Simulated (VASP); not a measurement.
Input of a VASP 6.6.1 run:

The input INCAR:

```
PREC = Accurate ; ENCUT = 520
EDIFF = 1E-6 ; ISMEAR = -1
SIGMA = 0.05 ; LREAL = False
LASPH = True ; NELM = 100
ALGO = Normal ; ISIF = 2
LWAVE = False ; LCHARG = False
GGA = PE ; NBANDS = 8
```

Contents of KPOINTS:

```
Automatic mesh
0
Gamma
  15 15 14
```

File POSCAR:

```
As
1.0
    2.9124858328      0.0000000000      0.0000000000
   -1.4562429164      2.5222867194      0.0000000000
    0.0000000000      0.0000000000      2.7303890111
As
1
Direct
    0.0000000000      0.0000000000      0.0000000000
```

Potentials or basis: VASP PAW PBE potentials, release 64 (As).

Launch:

```sh
$ cat potpaw_PBE.64/As/POTCAR > POTCAR
$ mpirun -np 1 vasp_std > vasp.out
```

(1) Predict the pressure.

## Answers

(1) 0.1 GPa.
